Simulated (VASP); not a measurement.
The system is LiF.

```
Li F
1.0
     0.00000    2.01786    2.01786
     2.01786    0.00000    2.01786
     2.01786    2.01786    0.00000
Li F
1 1
Direct
  0.00000 0.00000 0.00000
  0.25000 0.25000 0.25000
```

This cell differs from its parent crystal: strain -5.9%.

Base run:

| Item | Value |
| --- | --- |
| Program | VASP 6.6.1 |
| Functional | r2SCAN |
| Potentials or basis | VASP PAW PBE potentials, release 64 (Li_sv, F) |
| Cutoff | 520 eV |
| k mesh | 10 × 10 × 10 |
| Occupations | gaussian, width 0.01 eV |
| Spin | no spin polarisation |

Its results: band gap on the k mesh 9.93 eV, direct.

Problem. The run is repeated on the same cell with these changes: functional from r2SCAN to PBE; occupations from gaussian, width 0.01 eV to fermi-dirac, width 0.02 eV. What comes out?

Solution. Band gap on the k mesh 9.02 eV, direct.

A k mesh can miss the band edges.
